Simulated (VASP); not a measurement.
Write the native input for VASP 6.6.1 that does the following.

| Item | Value |
| --- | --- |
| Task | single point |
| Functional | PBE |
| Potentials or basis | VASP PAW PBE potentials, release 64 (In_d) |
| Cutoff | 520 eV |
| k mesh | 20 × 20 × 20 |
| Occupations | gaussian, width 0.15 eV |
| Spin | no spin polarisation |
| Dipole correction | no |
| Further INCAR settings | ALGO = Fast; EDIFF = 1e-07; NBANDS = 12 |

The structure of In lies in POSCAR:

```
In
1.0
   -1.4960580000      1.4960580000      2.3749920000
    1.4960580000     -1.4960580000      2.3749920000
    1.4960580000      1.4960580000     -2.3749920000
In
1
Direct
    0.0000000000      0.0000000000      0.0000000000
```

This cell differs from its parent crystal: strain -0.080 along x and y, -0.040 along z.

The input as run:

INCAR

```
SYSTEM = In
  ALGO = Fast
  EDIFF = 1E-7
  ENCUT = 520
  GGA = PE
  ISIF = 2
  ISMEAR = 0
  LASPH = .True.
  LCHARG = .True.
  LELF = .True.
  LREAL = .False.
  LVHAR = .True.
  LWAVE = .False.
  NBANDS = 12
  NELM = 60
  PREC = Accurate
  SIGMA = 0.15
```

KPOINTS

```
k-points
0
Gamma
  20 20 20
  0 0 0
```

Potentials or basis: VASP PAW PBE potentials, release 64 (In_d).

Launch:

```console
$ cat potpaw_PBE.64/In_d/POTCAR > POTCAR
$ mpirun -np 1 vasp_std > vasp.out
```

It gave:

```json
{
  "Pressure": "17.5 GPa"
}
```

Caveat: the cell differs from its parent crystal (strain -0.080 along x and y, -0.040 along z).

It took 2.1 min on 1 thread of AMD EPYC 9R45 96-Core Processor (Zen 5), on a shared host, peak memory 0.23 GiB.
